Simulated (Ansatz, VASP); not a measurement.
# One calculation of Si2Sn, two programs

```
CELL_PARAMETERS angstrom
0.00000 3.00611 3.00611
3.00611 0.00000 3.00611
3.00611 3.00611 0.00000
ATOMIC_POSITIONS crystal
Si 0.25000 0.25000 0.25000
Si 0.75000 0.75000 0.75000
Sn 0.00000 0.00000 0.00000
```

Alike in both runs: task relaxation of cell and atoms; functional r2SCAN; k mesh 6 × 6 × 6; occupations gaussian, width 0.1 eV; no spin polarisation.

|  | VASP | Ansatz |
| --- | --- | --- |
| version | VASP 6.6.1 | Ansatz 0.2.0 |
| potentials or method | VASP PAW PBE potentials, release 64 (Si, Sn_d), cutoff 600 eV | scalar-relativistic, plane waves, PAW |
| valence electrons in the cell | 22 | 22 |

Ansatz gave:

```
gap on the k mesh at the Fermi level, each at its own relaxed structure (eV) : none
relaxed volume (Å³/atom)                                                     : 23.14
relaxed length of the cell vector where the two differ most in proportion (Å)              : 4.613
```

Q: Estimate VASP's values.

A: gap on the k mesh at the Fermi level, each at its own relaxed structure (eV): none; relaxed volume (Å³/atom): 23.28; relaxed length of the cell vector where the two differ most in proportion (Å): 4.622.

VASP's potentials were made for PBE, not for r2SCAN. A gap of «none» marks a metal or a gap that the smearing closes.

Noted on VASP's run: the volume moved by over 15 % at a fixed basis, so the end points are rough.
